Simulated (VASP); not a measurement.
# B (Pmmn) in VASP: further runs, part 2 of 2

VASP 6.6.1.

### 3 Single point, PBE0

This run uses another cell than the first one, of 13.45 Å³/atom, 1.475 times its volume.

The input, POSCAR:

```
B
1.0
    1.5938926123      0.0000000000      0.0000000000
    0.0000000000      2.8601025473      0.0000000000
    0.0000000000      0.0000000000      5.8989375938
B
2
Direct
    0.0000000000      0.5000000000      0.5818106080
    0.5000000000      0.0000000000      0.4181893920
```

The input, INCAR.step1:

```
PREC = Accurate
ENCUT = 520
EDIFF = 1E-5
ISMEAR = -1
SIGMA = 0.05
LREAL = False
LASPH = True
NELM = 80
ALGO = Normal
ISIF = 2
LWAVE = True
LCHARG = False
GGA = PE
NBANDS = 10
```

The input, INCAR.step2:

```
PREC = Accurate
ENCUT = 520
EDIFF = 1E-7
ISMEAR = -1
SIGMA = 0.05
LREAL = False
LASPH = True
NELM = 80
ALGO = Normal
ISIF = 2
LWAVE = False
LCHARG = False
GGA = PE
LHFCALC = True
AEXX = 0.25
PRECFOCK = Normal
ISTART = 1
NBANDS = 10
```

The input, KPOINTS:

```
Automatic mesh
0
Gamma
  8 5 4
```

Potentials or basis: VASP PAW PBE potentials, release 64 (B).

On the command line:

```bash
cat potpaw_PBE.64/B/POTCAR > POTCAR
cp INCAR.step1 INCAR
mpirun -np 1 vasp_std > vasp.out
cp INCAR.step2 INCAR
mpirun -np 1 vasp_std > vasp.out
```

OUTCAR:

```text
PREC = Accurate
   ENCUT = 520
   EDIFF = 1E-7
   ISMEAR = -1
   LREAL = False
   LASPH = True
   NELM = 80
   ISIF = 2
   GGA = PE
   LHFCALC = True
   AEXX = 0.25
   PRECFOCK = Normal
   ISTART = 1

 ion  position               nearest neighbor table
   1  0.000  0.500  0.582-   2 1.90   2 1.90   2 1.90   2 1.90
   2  0.500  0.000  0.418-   1 1.90   1 1.90   1 1.90   1 1.90

  LATTYP: Found a simple orthorhombic cell.
 ALAT       =     1.5938926123
 B/A-ratio  =     1.7944135792
 C/A-ratio  =     3.7009630061

  Lattice vectors:

 A1 = (   1.5938926123,   0.0000000000,   0.0000000000)
 A2 = (   0.0000000000,   2.8601025473,   0.0000000000)
 A3 = (   0.0000000000,   0.0000000000,   5.8989375938)

Analysis of symmetry for initial positions (statically):
=====================================================================
 Subroutine PRICEL returns:
 Original cell was already a primitive cell.

 Routine SETGRP: Setting up the symmetry group for a
 simple orthorhombic supercell.

 Subroutine GETGRP returns: Found  8 space group operations
 (whereof  4 operations were pure point group operations)
 out of a pool of  8 trial point group operations.

The static configuration has the point symmetry C_2v.
 The point group associated with its full space group is D_2h.

Analysis of symmetry for dynamics (positions and initial velocities):
=====================================================================
 Subroutine PRICEL returns:
 Original cell was already a primitive cell.

 Routine SETGRP: Setting up the symmetry group for a
 simple orthorhombic supercell.

 Subroutine GETGRP returns: Found  8 space group operations
 (whereof  4 operations were pure point group operations)
 out of a pool of  8 trial point group operations.

The dynamic configuration has the point symmetry C_2v.
 The point group associated with its full space group is D_2h.

 Subroutine INISYM returns: Found  8 space group operations
 (whereof  4 operations are pure point group operations),
 and found     1 'primitive' translations

----------------------------------------------------------------------------------------

                                     Primitive cell

  volume of cell :      26.8915

  direct lattice vectors                    reciprocal lattice vectors
     1.593892612  0.000000000  0.000000000     0.627394840  0.000000000  0.000000000
     0.000000000  2.860102547  0.000000000     0.000000000  0.349637813  0.000000000
     0.000000000  0.000000000  5.898937594     0.000000000  0.000000000  0.169522051

  length of vectors
     1.593892612  2.860102547  5.898937594     0.627394840  0.349637813  0.169522051

  position of ions in fractional coordinates (direct lattice)
     0.000000000  0.500000000  0.581810608
     0.500000000  0.000000000  0.418189392

  ion indices of the primitive-cell ions
   primitive index   ion index
                 1           1
                 2           2

[... 32 lines left out ...]
  0.500000  0.000000  0.000000      1.000000
  0.000000  0.200000  0.000000      2.000000
[... 16 lines left out ...]
  0.250000  0.200000  0.250000      8.000000
  0.375000  0.200000  0.250000      8.000000
 [... further k-points ...]
   k-points           NKPTS =     45   k-points in BZ     NKDIM =    160   number of bands    NBANDS=     10
   number of dos      NEDOS =    301   number of ions     NIONS =      2
   total plane-waves  NPLWV =  13824
   dimension x,y,z NGX =    12 NGY =   24 NGZ =   48
   dimension x,y,z NGXF=    24 NGYF=   48 NGZF=   96
   ions per type =               2
   NGX,Y,Z   is equivalent  to a cutoff of  12.52, 13.95, 13.53 a.u.
   NGXF,Y,Z  is equivalent  to a cutoff of  25.03, 27.90, 27.06 a.u.
 SYSTEM =  unknown system
   PREC   = accura    normal or accurate (medium, high low for compatibility)
   ISTART =      1    job   : 0-new  1-cont  2-samecut
   ICHARG =      0    charge: 1-file 2-atom 10-const
   ISPIN  =      1    spin polarized calculation?
   LNONCOLLINEAR =      F non collinear calculations
   LSORBIT =      F    spin-orbit coupling
   LASPH  =      T    aspherical Exc in radial PAW
   ENCUT  =  520.0 eV  38.22 Ry    6.18 a.u.   2.96  5.32 10.97*2*pi/ulx,y,z
   NELM   =     80;   NELMIN=  2; NELMDL=  0     # of ELM steps
   EDIFF  = 0.1E-06   stopping-criterion for ELM
   LREAL  =      F    real-space projection
   EDIFFG = 0.1E-05   stopping-criterion for IOM
   NSW    =      0    number of steps for IOM
   IBRION =     -1    ionic relax: 0-MD 1-quasi-New 2-CG
   NFREE  =      0    steps in history (QN), initial steepest desc. (CG)
   ISIF   =      2    stress and relaxation
   ISYM   =      3    0-nonsym 1-usesym 2-fastsym
   POTIM  = 0.5000    time-step for ionic-motion
   TEBEG  =    0.0;   TEEND  =   0.0 temperature during run
   PSTRESS=    0.0 pullay stress
   NELECT =       6.0000    total number of electrons
   NUPDOWN=      -1.0000    fix difference up-down
   EMIN   =  10.00;   EMAX   =-10.00  energy-range for DOS
   EFERMI =   0.00;   METHOD = LEGACY
   ISMEAR =    -1;   SIGMA  =   0.05  broadening in eV -4-tet -1-fermi 0-gaus
   EFERMI_NEDOS =   21; number of points for ismear=-14 and -15
   IALGO  =     38    algorithm
   IMIX   =      1    mixing-type and parameters
     AMIX     =   0.40;   BMIX     =  1.00
     AMIX_MAG =   1.60;   BMIX_MAG =  1.00
  volume/ion in A,a.u.               =      13.45        90.74
  Fermi-wavevector in a.u.,A,eV,Ry     =   0.992934  1.876373 13.414231  0.985918
  Thomas-Fermi vector in A             =   2.124781
   LORBIT       =      0    0 simple, 1 ext, 2 COOP (PROOUT), +10 PAW based schemes
   GGA     = PE    functional components
   LHFCALC =     T    Hartree Fock is set to
   PRECFOCK=normal    Normal, Fast or Accurate (Low or Medium for compatibility)
   ENCUT4O =  -1.0   cutoff for four orbital integrals eV
   NKREDX  =     1    reduce k-point grid by
   NKREDY  =     1    reduce k-point grid by
   NKREDZ  =     1    reduce k-point grid by
   AEXX    =    0.2500 exact exchange contribution
   HFSCREEN=    0.0000 screening length (either q_TF or 0.3 A-1)
   HFSCREENC=   0.0000 screening length for correlation (either q_TF or 0.3 A-1)
   ENCUTFOCK=  -1.0 apply spherical cutoff to Coloumb kernel
   IVDW    =     0    specifies the selected vdW correction
   LEPSILON=     F    determine dielectric tensor
   LRPA    =     F    only Hartree local field effects (RPA)
 non-spin polarized calculation
  energy-cutoff  :      520.00
  volume of cell :       26.89
 maximum number of plane-waves:       744
 NGX is ok and might be reduce to    12
  NGX = 10; NGY = 16; NGZ = 36

 number of electron       6.0000000 magnetization

 Free energy of the ion-electron system (eV)
  ---------------------------------------------------
  ext. energy  EPLUGINS =         0.00000000
  ---------------------------------------------------
  free energy    TOTEN  =       -14.42526673 eV

  energy without entropy =      -14.42526672  energy(sigma->0) =      -14.42526672

 E-fermi :   0.9448     XC(G=0):  -6.2257

 val. band max:        0.1920706419   @ k =   0.1250   0.0000   0.5000
 cond. band min:       1.7961151588   @ k =   0.2500   0.4000   0.5000
 fundamental gap:      1.6040445170
 Fermi energy:         0.9447560126

 k-point     1 :       0.0000    0.0000    0.0000
  band No.  band energies     occupation
      1     -17.2134      2.00000
      2      -7.5918      2.00000
      3      -4.7708      2.00000
      4      -1.5057      2.00000
      5       5.2163      0.00000
      6       8.2968      0.00000
      7       9.2646      0.00000
      8      13.0861      0.00000
      9      17.6746      0.00000
     10      19.1150      0.00000
[... 287 lines left out ...]
 k-point    24 :       0.3750    0.2000    0.2500
  band No.  band energies     occupation
      1     -10.4193      2.00000
      2      -4.3003      2.00000
      3       2.8254      0.00000
      4       7.9046      0.00000
      5       8.1982      0.00000
      6      11.6502      0.00000
      7      14.4748      0.00000
      8      15.0543      0.00000
      9      16.3898      0.00000
     10      20.0068      0.00000

 [... further k-points ...]
[... 5 lines left out ...]
  --------------------------------------------------------------------------------------
  -------------------------------------------------------------------------------------
  Total        0.0038653     -0.0119414     -0.0249963      0.0000000      0.0000000      0.0000000
  in kB        0.2302931     -0.7114620     -1.4892642      0.0000000      0.0000000      0.0000000
  external PRESSURE =      -0.6568110 kB  Pullay stress =       0.0000000 kB

 VOLUME and BASIS-vectors are now :
 -----------------------------------------------------------------------------
  energy-cutoff  :      520.00
  volume of cell :       26.89
      direct lattice vectors                 reciprocal lattice vectors
     1.593892612  0.000000000  0.000000000     0.627394840  0.000000000  0.000000000
     0.000000000  2.860102547  0.000000000     0.000000000  0.349637813  0.000000000
     0.000000000  0.000000000  5.898937594     0.000000000  0.000000000  0.169522051

 POSITION                                       TOTAL-FORCE (eV/Angst)
 -----------------------------------------------------------------------------------
      0.00000      1.43005      3.43206         0.000000      0.000000     -0.005881
      0.79695      0.00000      2.46687         0.000000      0.000000      0.005881
 -----------------------------------------------------------------------------------
    total drift:                                0.000000     -0.000000      0.000000

  FREE ENERGIE OF THE ION-ELECTRON SYSTEM (eV)
  ---------------------------------------------------
  free  energy   TOTEN  =       -14.4252667307 eV

  energy  without entropy=      -14.4252667178  energy(sigma->0) =      -14.42526672
```

OUTCAR.step1:

```text
PREC = Accurate
   ENCUT = 520
   EDIFF = 1E-5
   ISMEAR = -1
   LREAL = False
[... 538 lines left out ...]
      0.00000      1.43005      3.43206         0.000000      0.000000      0.004705
      0.79695      0.00000      2.46687         0.000000      0.000000     -0.004705
 -----------------------------------------------------------------------------------
    total drift:                                0.000000     -0.000000     -0.000000

  FREE ENERGIE OF THE ION-ELECTRON SYSTEM (eV)
  ---------------------------------------------------
  free  energy   TOTEN  =       -12.4448573778 eV

  energy  without entropy=      -12.4447111601  energy(sigma->0) =      -12.44478427
```

Wall time 8.1 min (1 thread of AMD EPYC 7R43 (Zen 3), shared host); peak memory 0.11 GiB.

What came out:

```yaml
Free_energy: -14.4253 eV
Pressure: -0.1 GPa
Largest_force: 0.006 eV/Å
Band_gap_on_the_k_mesh: zero (band 3 reaches 8.96 eV, above the bottom of band 4 at -2.76 eV)
```

Forces in eV/Å, atoms in the order of the input:
```
B    0.000  0.000 -0.006
B    0.000  0.000  0.006
```

Stress tensor (GPa, compression positive):
```
 0.02  0.00  0.00
 0.00 -0.07  0.00
 0.00  0.00 -0.15
```

Caveat: the k points lie up to 0.49 Å⁻¹ apart; the PAW data sets were made with another functional, which shifts forces and pressure a little; this functional lacks dispersion, which binds the layers, so the pressure and a relaxed spacing across them are unreliable.
